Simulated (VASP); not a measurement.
Wanted: the native input for a VASP 6.6.1 run.

```yaml
Task: single point
Functional: LDA
Potentials_or_basis: VASP PAW LDA potentials, release 64 (Co)
Cutoff: 520 eV
k_mesh: 20 × 20 × 10
Occupations: gaussian, width 0.05 eV
Spin: collinear spin, ferromagnetic start
Starting_moments: "[1.5, 1.5] μB"
Dipole_correction: no
Further_INCAR_settings: ALGO = Normal; EDIFF = 1e-06; NBANDS = 20
```

The structure of Co lies in POSCAR:

```
Co
1.0
    2.4299097488      0.0000000000      0.0000000000
   -1.2149548744      2.1043635714      0.0000000000
    0.0000000000      0.0000000000      3.9159100442
Co
2
Direct
    0.3333333333      0.6666666667      0.7500000000
    0.6666666667      0.3333333333      0.2500000000
```

These files were run (other wordings do the same):

INCAR

```
SYSTEM = Co
ALGO = Normal
EDIFF = 1E-6
ENCUT = 520
GGA = CA
ISIF = 2
ISMEAR = 0
ISPIN = 2
LASPH = .True.
LCHARG = .False.
LMAXMIX = 4
LORBIT = 11
LREAL = .False.
LWAVE = .False.
MAGMOM = 1.5 1.5
NBANDS = 20
NELM = 150
PREC = Accurate
SIGMA = 0.05
```

KPOINTS

```
k-points
0
Gamma
  20 20 10
  0 0 0
```

Potentials or basis: VASP PAW LDA potentials, release 64 (Co).

Run with:

```console
$ cat potpaw_LDA.64/Co/POTCAR > POTCAR
$ mpirun -np 1 vasp_std > vasp.out
```

It gave:

```yaml
Pressure: -1.3 GPa
Net_moment: 2.97 μB per cell
Site_moments: Co +1.48 μB
Valence_electrons_inside_the_program's_atomic_spheres: Co 8.45
```

It took 75 s on 1 thread of Intel(R) Xeon(R) 6975P-C (Granite Rapids), on a shared host, peak memory 0.24 GiB.
